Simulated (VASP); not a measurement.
# AlNi (C2/m) in VASP: notebook

Runs on AlNi. Level: r2SCAN. Tasks: single point.

Everything below comes from runs of VASP 6.6.1. Logs are shortened: lines on timing, memory, paths and dates and some standing lists are left out, and cuts for length are marked.

### Step 1. The cell of the first run

Symmetry: C2/m, No. 12, monoclinic system. The conventional cell has a = 4.539 Å, b = 2.752 Å, c = 4.056 Å, α = 90.00°, β = 109.27°, γ = 90.00°. Within 3.2 Å of Ni (site symmetry 2/m) lie 6 Al at 2.45 to 2.50 Å and 6 Ni at 2.65 to 2.75 Å. Within 3.2 Å of Al (site symmetry 2/m) lie 6 Ni at 2.45 to 2.50 Å and 6 Al at 2.65 to 2.75 Å.

### Step 2. Single point, r2SCAN, collinear spin, ferromagnetic start

POSCAR reads:

```
AlNi
1.0
    2.2695869046     -1.3758306623      0.0000000000
    2.2695869046      1.3758306623      0.0000000000
   -1.3381183338      0.0000000000      3.8283878136
Ni Al
1 1
Direct
    0.5000000000      0.5000000000      0.5000000000
    0.0000000000      0.0000000000      0.0000000000
```

INCAR.step1 reads:

```
SYSTEM = AlNi
PREC     = Accurate       ! precision mode
ENCUT    = 520            ! plane-wave cutoff, eV
ISMEAR   = -1             ! smearing method
SIGMA    = 0.05           ! smearing width, eV
LREAL    = .FALSE.        ! projectors in reciprocal space
LASPH    = .TRUE.         ! aspherical terms in the spheres
NELM     = 150            ! most SCF steps
ISPIN    = 2              ! spin polarisation
MAGMOM   = 1 0            ! initial moments
LMAXMIX  = 4              ! l up to which the mixer works
NBANDS   = 18             ! bands
GGA      = PE             ! functional
ALGO     = Normal         ! electronic algorithm
EDIFF    = 1E-4           ! SCF threshold, eV
LWAVE    = .TRUE.         ! write WAVECAR
LCHARG   = .FALSE.        ! write CHGCAR
```

INCAR.step2 reads:

```
SYSTEM = AlNi
PREC     = Accurate       ! precision mode
ENCUT    = 520            ! plane-wave cutoff, eV
EDIFF    = 1E-7           ! SCF threshold, eV
ISMEAR   = -1             ! smearing method
SIGMA    = 0.05           ! smearing width, eV
LREAL    = .FALSE.        ! projectors in reciprocal space
LASPH    = .TRUE.         ! aspherical terms in the spheres
NELM     = 150            ! most SCF steps
ALGO     = Normal         ! electronic algorithm
ISIF     = 2              ! what is computed and relaxed
LWAVE    = .FALSE.        ! write WAVECAR
LCHARG   = .FALSE.        ! write CHGCAR
ISPIN    = 2              ! spin polarisation
MAGMOM   = 1 0            ! initial moments
LORBIT   = 11             ! projections on sites
LMAXMIX  = 4              ! l up to which the mixer works
METAGGA  = R2SCAN         ! meta-GGA
LMIXTAU  = .TRUE.       
NBANDS   = 18             ! bands
ISTART   = 1
```

KPOINTS reads:

```
regular mesh
0
G
  11 11 7
  0 0 0
```

Potentials or basis: VASP PAW PBE potentials, release 64 (Ni, Al).

Launch:

```sh
$ cat potpaw_PBE.64/Ni/POTCAR potpaw_PBE.64/Al/POTCAR > POTCAR
$ cp INCAR.step1 INCAR
$ mpirun -np 1 vasp_std > vasp.out
$ cp INCAR.step2 INCAR
$ mpirun -np 1 vasp_std > vasp.out
```

OUTCAR:

```text
SYSTEM = AlNi
   PREC = Accurate
   ENCUT = 520
   EDIFF = 1E-7
   ISMEAR = -1
   LREAL = .FALSE.
   LASPH = .TRUE.
   NELM = 150
   ISIF = 2
   ISPIN = 2
   LORBIT = 11
   METAGGA = R2SCAN
   ISTART = 1

 ion  position               nearest neighbor table
   1  0.500  0.500  0.500-   2 2.45   2 2.45   2 2.45   2 2.45   2 2.50   2 2.50
   2  0.000  0.000  0.000-   1 2.45   1 2.45   1 2.45   1 2.45   1 2.50   1 2.50

  LATTYP: Found a base centered monoclinic cell.
 ALAT       =     4.5391738092
 B/A-ratio  =     0.6062031198
 C/A-ratio  =     0.8934454424
 COS(beta)  =    -0.3299511685

  Lattice vectors:

 A1 = (   2.2695869046,  -1.3758306623,   0.0000000000)
 A2 = (   2.2695869046,   1.3758306623,   0.0000000000)
 A3 = (  -1.3381183338,   0.0000000000,   3.8283878136)

Analysis of symmetry for initial positions (statically):
=====================================================================
 Subroutine PRICEL returns:
 Original cell was already a primitive cell.

 Routine SETGRP: Setting up the symmetry group for a
 base centered monoclinic supercell.

 Subroutine GETGRP returns: Found  4 space group operations
 (whereof  4 operations were pure point group operations)
 out of a pool of  4 trial point group operations.

The static configuration has the point symmetry C_2h.

Analysis of symmetry for dynamics (positions and initial velocities):
=====================================================================
 Subroutine PRICEL returns:
 Original cell was already a primitive cell.

 Routine SETGRP: Setting up the symmetry group for a
 base centered monoclinic supercell.

 Subroutine GETGRP returns: Found  4 space group operations
 (whereof  4 operations were pure point group operations)
 out of a pool of  4 trial point group operations.

The dynamic configuration has the point symmetry C_2h.

Analysis of structural, dynamic, and magnetic symmetry:
=====================================================================
 Subroutine PRICEL returns:
 Original cell was already a primitive cell.

 Routine SETGRP: Setting up the symmetry group for a
 base centered monoclinic supercell.

 Subroutine GETGRP returns: Found  4 space group operations
 (whereof  4 operations were pure point group operations)
 out of a pool of  4 trial point group operations.

The overall configuration has the point symmetry C_2h.

 Subroutine INISYM returns: Found  4 space group operations
 (whereof  4 operations are pure point group operations),
 and found     1 'primitive' translations

----------------------------------------------------------------------------------------

                                     Primitive cell

  volume of cell :      23.9088

  direct lattice vectors                    reciprocal lattice vectors
     2.269586905 -1.375830662  0.000000000     0.220304408 -0.363416817  0.077001961
     2.269586905  1.375830662  0.000000000     0.220304408  0.363416817  0.077001961
    -1.338118334  0.000000000  3.828387814     0.000000000  0.000000000  0.261206557

  length of vectors
     2.654041207  2.654041207  4.055504152     0.431897114  0.431897114  0.261206557

  position of ions in fractional coordinates (direct lattice)
     0.500000000  0.500000000  0.500000000
     0.000000000  0.000000000  0.000000000

  ion indices of the primitive-cell ions
   primitive index   ion index
                 1           1
                 2           2

----------------------------------------------------------------------------------------

 KPOINTS: regular mesh

Automatic generation of k-mesh.
 Grid dimensions read from file:
 generate k-points for:   11   11    7

 Generating k-lattice:

  Cartesian coordinates                     Fractional coordinates (reciprocal lattice)
     0.020027673 -0.033037892  0.007000178     0.090909091  0.000000000 -0.000000000
     0.020027673  0.033037892  0.007000178     0.000000000  0.090909091 -0.000000000
     0.000000000  0.000000000  0.037315222     0.000000000  0.000000000  0.142857143

  Length of vectors
     0.039263374  0.039263374  0.037315222

  Shift w.r.t. Gamma in fractional coordinates (k-lattice)
     0.000000000  0.000000000  0.000000000

 Subroutine IBZKPT returns following result:
 ===========================================

 Found    234 irreducible k-points:

 Following reciprocal coordinates:
            Coordinates               Weight
  0.000000  0.000000  0.000000      1.000000
  0.090909  0.000000 -0.000000      4.000000
  0.181818  0.000000  0.000000      4.000000
  0.272727  0.000000  0.000000      4.000000
  0.363636  0.000000  0.000000      4.000000
  0.454545  0.000000  0.000000      4.000000
[... 16 lines left out ...]
 -0.272727  0.181818 -0.000000      4.000000
 -0.181818  0.181818  0.000000      2.000000
 [... further k-points ...]
   k-points           NKPTS =    234   k-points in BZ     NKDIM =    234   number of bands    NBANDS=     18
   number of dos      NEDOS =    301   number of ions     NIONS =      2
   total plane-waves  NPLWV =  12000
   dimension x,y,z NGX =    20 NGY =   20 NGZ =   30
   dimension x,y,z NGXF=    40 NGYF=   40 NGZF=   60
   ions per type =               1   1
   NGX,Y,Z   is equivalent  to a cutoff of  12.53, 12.53, 12.30 a.u.
   NGXF,Y,Z  is equivalent  to a cutoff of  25.06, 25.06, 24.60 a.u.
 SYSTEM =  AlNi
   PREC   = accura    normal or accurate (medium, high low for compatibility)
   ISTART =      1    job   : 0-new  1-cont  2-samecut
   ICHARG =      0    charge: 1-file 2-atom 10-const
   ISPIN  =      2    spin polarized calculation?
   LNONCOLLINEAR =      F non collinear calculations
   LSORBIT =      F    spin-orbit coupling
   LASPH  =      T    aspherical Exc in radial PAW
   ENCUT  =  520.0 eV  38.22 Ry    6.18 a.u.   4.93  4.93  7.54*2*pi/ulx,y,z
   NELM   =    150;   NELMIN=  2; NELMDL=  0     # of ELM steps
   EDIFF  = 0.1E-06   stopping-criterion for ELM
   LREAL  =      F    real-space projection
   EDIFFG = 0.1E-05   stopping-criterion for IOM
   NSW    =      0    number of steps for IOM
   IBRION =     -1    ionic relax: 0-MD 1-quasi-New 2-CG
   NFREE  =      0    steps in history (QN), initial steepest desc. (CG)
   ISIF   =      2    stress and relaxation
   ISYM   =      2    0-nonsym 1-usesym 2-fastsym
   POTIM  = 0.5000    time-step for ionic-motion
   TEBEG  =    0.0;   TEEND  =   0.0 temperature during run
   PSTRESS=    0.0 pullay stress
   NELECT =      13.0000    total number of electrons
   NUPDOWN=      -1.0000    fix difference up-down
   EMIN   =  10.00;   EMAX   =-10.00  energy-range for DOS
   EFERMI =   0.00;   METHOD = LEGACY
   ISMEAR =    -1;   SIGMA  =   0.05  broadening in eV -4-tet -1-fermi 0-gaus
   EFERMI_NEDOS =   21; number of points for ismear=-14 and -15
   IALGO  =     38    algorithm
   IMIX   =      4    mixing-type and parameters
     AMIX     =   0.40;   BMIX     =  1.00
     AMIX_MAG =   1.60;   BMIX_MAG =  1.00
  volume/ion in A,a.u.               =      11.95        80.67
  Fermi-wavevector in a.u.,A,eV,Ry     =   1.336196  2.525044 24.292096  1.785419
  Thomas-Fermi vector in A             =   2.464841
   LORBIT       =     11    0 simple, 1 ext, 2 COOP (PROOUT), +10 PAW based schemes
   METAGGA = R2SCAN    functional components
   LHFCALC =     F    Hartree Fock is set to
   AEXX    =    0.0000 exact exchange contribution
   IVDW    =     0    specifies the selected vdW correction
   LEPSILON=     F    determine dielectric tensor
   LRPA    =     F    only Hartree local field effects (RPA)
 spin polarized calculation
  energy-cutoff  :      520.00
  volume of cell :       23.91
 maximum number of plane-waves:       659
   NGX =  9   NGY =  9   NGZ = 15

 number of electron      12.9999999 magnetization      -0.0000003

 number of electron      12.9999999 magnetization       0.0000001

 Free energy of the ion-electron system (eV)
  ---------------------------------------------------
  ext. energy  EPLUGINS =         0.00000000
  ---------------------------------------------------
  free energy    TOTEN  =       -19.49941921 eV

  energy without entropy =      -19.49239170  energy(sigma->0) =      -19.49590545

 E-fermi :   9.7150     XC(G=0): -12.9943

 val. band max:        9.7116871804   @ k =   0.4545   0.1818   0.4286
 cond. band min:       9.7237922119   @ k =  -0.1818   0.0909   0.1429
 fundamental gap:      0.0121050315
 Fermi energy:         9.7150231932

 spin component 1

 k-point     1 :       0.0000    0.0000    0.0000
  band No.  band energies     occupation
      1      -1.9982      1.00000
      2       5.8640      1.00000
      3       7.7413      1.00000
      4       7.7935      1.00000
      5       8.0473      1.00000
      6       8.1957      1.00000
[... 10 lines left out ...]
     17      31.6211      0.00000
     18      32.3943      0.00000

 k-point     2 :       0.0909    0.0000   -0.0000
  band No.  band energies     occupation
      1      -1.7551      1.00000
      2       5.9732      1.00000
      3       7.3101      1.00000
      4       7.7144      1.00000
      5       8.0955      1.00000
      6       8.2672      1.00000
[... 10 lines left out ...]
     17      32.8981      0.00000
     18      34.3309      0.00000
[... 442 lines left out ...]
 k-point    24 :      -0.1818    0.1818    0.0000
  band No.  band energies     occupation
      1       0.6744      1.00000
      2       6.4450      1.00000
      3       6.9193      1.00000
      4       7.1610      1.00000
      5       7.8690      1.00000
      6       8.8709      1.00000
[... 10 lines left out ...]
     17      35.7175      0.00000
     18      36.4832      0.00000

 [... further k-points ...]

 spin component 2

 k-point     1 :       0.0000    0.0000    0.0000
  band No.  band energies     occupation
      1      -1.9982      1.00000
      2       5.8640      1.00000
      3       7.7413      1.00000
      4       7.7935      1.00000
      5       8.0473      1.00000
      6       8.1957      1.00000
[... 10 lines left out ...]
     17      31.6211      0.00000
     18      32.3943      0.00000

 k-point     2 :       0.0909    0.0000   -0.0000
  band No.  band energies     occupation
      1      -1.7551      1.00000
      2       5.9732      1.00000
      3       7.3101      1.00000
      4       7.7144      1.00000
      5       8.0955      1.00000
      6       8.2672      1.00000
[... 10 lines left out ...]
     17      32.8981      0.00000
     18      34.3309      0.00000
[... 442 lines left out ...]
 k-point    24 :      -0.1818    0.1818    0.0000
  band No.  band energies     occupation
      1       0.6744      1.00000
      2       6.4450      1.00000
      3       6.9193      1.00000
      4       7.1610      1.00000
      5       7.8690      1.00000
      6       8.8709      1.00000
[... 10 lines left out ...]
     17      35.7175      0.00000
     18      36.4832      0.00000

 [... further k-points ...]

------------------------ aborting loop because EDIFF is reached ----------------------------------------

  FORCE on cell =-STRESS in cart. coord.  units (eV):
  Direction    XX          YY          ZZ          XY          YZ          ZX
  --------------------------------------------------------------------------------------
  -------------------------------------------------------------------------------------
  Total        0.5893876      0.2670025      0.7343466      0.0000000      0.0000000     -0.0839026
  in kB       39.4960641     17.8923837     49.2100668      0.0000000      0.0000000     -5.6224831
  external PRESSURE =      35.5328382 kB  Pullay stress =       0.0000000 kB

 VOLUME and BASIS-vectors are now :
 -----------------------------------------------------------------------------
  energy-cutoff  :      520.00
  volume of cell :       23.91
      direct lattice vectors                 reciprocal lattice vectors
     2.269586905 -1.375830662  0.000000000     0.220304408 -0.363416817  0.077001961
     2.269586905  1.375830662  0.000000000     0.220304408  0.363416817  0.077001961
    -1.338118334  0.000000000  3.828387814     0.000000000  0.000000000  0.261206557

 POSITION                                       TOTAL-FORCE (eV/Angst)
 -----------------------------------------------------------------------------------
      1.60053      0.00000      1.91419        -0.000000     -0.000000      0.000000
      0.00000      0.00000      0.00000         0.000000      0.000000      0.000000
 -----------------------------------------------------------------------------------
    total drift:                                0.000000      0.000000      0.000000

  FREE ENERGIE OF THE ION-ELECTRON SYSTEM (eV)
  ---------------------------------------------------
  free  energy   TOTEN  =       -19.4994192092 eV

  energy  without entropy=      -19.4923916950  energy(sigma->0) =      -19.49590545

 total charge

# of ion       s       p       d       tot
------------------------------------------
    1        0.483   0.537   8.448   9.468
    2        0.415   0.444   0.000   0.859
--------------------------------------------------
tot          0.898   0.982   8.448  10.327

 magnetization (x)

# of ion       s       p       d       tot
------------------------------------------
    1       -0.000  -0.000  -0.000  -0.000
    2        0.000  -0.000   0.000   0.000
--------------------------------------------------
tot          0.000  -0.000  -0.000  -0.000
```

Run time: 19 min. Hardware: 1 thread of Intel Xeon 8259CL, shared host; peak memory 0.27 GiB.

Results:

```yaml
Free_energy: -19.4994 eV
Pressure: 3.6 GPa
Net_moment: 0.00 μB per cell
Valence_electrons_inside_the_program's_atomic_spheres: Ni 9.47; Al 0.86
```

Levels at points of the mesh, in eV from the Fermi level:
Spin up:
| k point | band 5 | band 6 | band 7 | band 8 | band 9 | band 10 |
| --- | --- | --- | --- | --- | --- | --- |
| (0.00, 0.00, 0.00) | -1.67 | -1.52 | -1.39 | 3.08 | 14.62 | 15.52 |
Spin down:
```tsv
k point	band 3	band 4	band 5	band 6	band 7	band 8	band 9	band 10	band 11	band 12
(0.00, 0.00, 0.00)	-1.97	-1.92	-1.67	-1.52	-1.39	3.08	14.62	15.52	16.32	16.41
```

Caveat: the cell stands under pressure; the moments typed at the start vanished in this run; the PAW data sets were made with another functional, which shifts forces and pressure a little.

[end of part 1 of 2]
